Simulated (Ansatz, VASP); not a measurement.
PtS2: VASP beside Ansatz

```
Pt S
1.0
     3.54320    0.00000    0.00000
    -1.77160    3.06850    0.00000
     0.00000    0.00000    5.03880
Pt S
1 2
Direct
  0.00000 0.00000 0.00000
  0.31704 0.63408 0.25000
  0.66667 0.33333 0.75000
```

Alike in both runs: task single point; functional PBE; k mesh 12 × 12 × 8; occupations gaussian, width 0.05 eV; no spin polarisation.

```csv
,VASP,Ansatz
version,VASP 6.6.1,Ansatz 0.2.0
potentials or method,"VASP PAW PBE potentials, release 64 (Pt, S), cutoff 520 eV","scalar-relativistic, plane waves, PAW"
valence electrons in the cell,22,30
```

Ansatz gave:

```
gap on the k mesh at the Fermi level (eV)                     : 0.48
least direct gap on the mesh (eV)                             : 0.72
pressure (GPa)                                                : 2.8
traceless stress, the component that is largest in VASP (GPa) : 3.43
rms of the force components (eV/Å)                            : 0.454
```

What did VASP give for the same quantities?

gap on the k mesh at the Fermi level (eV): 0.48; least direct gap on the mesh (eV): 0.73; pressure (GPa): 2.4; traceless stress, the component that is largest in VASP (GPa): 3.40; rms of the force components (eV/Å): 0.458.

Atom by atom the forces differ by 0.019 eV/Å (rms over components). VASP's potentials hold 22 valence electrons a cell and Ansatz's 30, so a difference there can come from the potentials and not from the codes.

Neither program's run includes spin-orbit coupling.
